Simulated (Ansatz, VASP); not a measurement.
## Two plane-wave programs on NaCl

```
Na Cl
1.0
     0.00000    2.78423    2.80273
     2.80273    0.00000    2.80273
     2.80273    2.78423    0.00000
Na Cl
1 1
Cartesian
  0.0000 0.0000 0.0000
  2.8027 2.7842 2.8027
```

Change from the starting cell: uniaxial_y strain -0.7%.

Alike in both runs: task single point; functional HSE06; k mesh 6 × 6 × 6; no spin polarisation.

|  | VASP | Ansatz |
| --- | --- | --- |
| version | VASP 6.6.1 | Ansatz 0.2.0 |
| potentials or method | VASP PAW PBE potentials, release 64 (Na_pv, Cl) | plane waves, PAW |
| plane-wave cutoff (eV) | 520 | 420 |
| occupations | gaussian, width 0.01 eV | fixed |
| valence electrons in the cell | 14 | 16 |

```csv
,VASP,Ansatz,Ansatz less VASP
gap on the k mesh at the Fermi level (eV),6.58,6.59,+0.008
pressure (GPa),0.9,0.9,-0.02
"traceless stress, the component that is largest in VASP (GPa)",0.21,0.21,-0.003
```

VASP's potentials hold 14 valence electrons a cell and Ansatz's 16, so a difference there can come from the potentials and not from the codes. Ansatz's warnings: stress exchange threshold loose, stress scf threshold loose.
